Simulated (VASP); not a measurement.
# Ga3Se: single point with PBE

The system is Ga3Se.

```
Se Ga
1.0
     4.47679    0.00000    0.00000
     0.00000    4.47679    0.00000
     0.00000    0.00000    4.43246
Se Ga
1 3
Direct
  0.00000 0.00000 0.00000
  0.50000 0.50000 0.00000
  0.50000 0.00000 0.50000
  0.00000 0.50000 0.50000
```

```yaml
Program: VASP 6.6.1
Task: single point
Functional: PBE
Potentials_or_basis: VASP PAW PBE potentials, release 64 (Se, Ga_d)
Cutoff: 520 eV
k_mesh: 5 × 5 × 5
Occupations: fermi-dirac, width 0.05 eV
Spin: no spin polarisation
Dipole_correction: no
Further_INCAR_settings: ALGO = Normal; EDIFF = 1e-06; NBANDS = 30
```

The pressure is -0.8 GPa.

Stress tensor (GPa, compression positive):
```
-0.72  0.00  0.00
 0.00 -0.72  0.00
 0.00  0.00 -1.05
```

Levels at points of the mesh, in eV from the Fermi level:
| k point | band 18 | band 19 | band 20 | band 21 | band 22 | band 23 | band 24 | band 25 | band 26 | band 27 |
| --- | --- | --- | --- | --- | --- | --- | --- | --- | --- | --- |
| (0.00, 0.00, 0.00) | -3.67 | -3.67 | -3.60 | -2.93 | -2.82 | 1.57 | 1.57 | 1.59 | 4.34 | 4.34 |

It took 100 s on 1 thread of Intel Xeon 6975P-C (shared host), peak memory 0.22 GiB.
